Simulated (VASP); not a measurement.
**SiGe4: single point with PBE**

Crystal: SiGe4.

```
Si Ge
1.0
     4.02668    0.00000    0.00000
    -2.01334    3.48721    0.00000
     0.00000    0.00000    7.09930
Si Ge
1 4
Cartesian
  0.0000 0.0000 0.0000
  0.0000 2.3248 7.0328
  2.0133 1.1624 0.0665
  0.0000 0.0000 5.1442
  0.0000 0.0000 1.9551
```

* Program: VASP 6.6.1
* Task: single point
* Functional: PBE
* Potentials or basis: VASP PAW PBE potentials, release 64 (Si, Ge_d)
* Cutoff: 520 eV
* k mesh: 6 × 6 × 4
* Occupations: gaussian, width 0.1 eV
* Spin: no spin polarisation

The pressure is 46.1 GPa, the largest force is 9.454 eV/Å and the band gap on the k mesh is zero (band 30 reaches 6.58 eV, above the bottom of band 31 at 5.88 eV).

Forces on the atoms (eV/Å):
```
Si   0.000  0.000  0.000
Ge   0.000  0.000 -1.005
Ge   0.000  0.000  1.005
Ge   0.000  0.000 -9.454
Ge   0.000  0.000  9.454
```

Stress tensor (GPa, compression positive):
```
38.50  0.00  0.00
 0.00 38.50  0.00
 0.00  0.00 61.16
```

Levels at points of the mesh, in eV from the Fermi level:
```csv
k point,band 28,band 29,band 30,band 31,band 32,band 33
"(0.00, 0.00, 0.00)",-4.10,-2.62,-1.53,0.35,0.78,0.78
"(0.50, 0.00, 0.00)",-1.21,-0.33,-0.22,0.36,1.31,1.85
"(0.00, 0.00, 0.50)",-4.20,-2.89,-2.60,0.08,0.50,0.50
"(0.50, 0.00, 0.50)",-2.97,-0.61,-0.19,0.33,1.84,2.58
```

Wall time 66 s on 1 thread of AMD EPYC 7R13 Processor (Zen 3) (shared host), peak memory 0.21 GiB.

Caveat: forces of over 1 eV/Å act on the atoms, so gaps and moduli don't describe the material at rest.
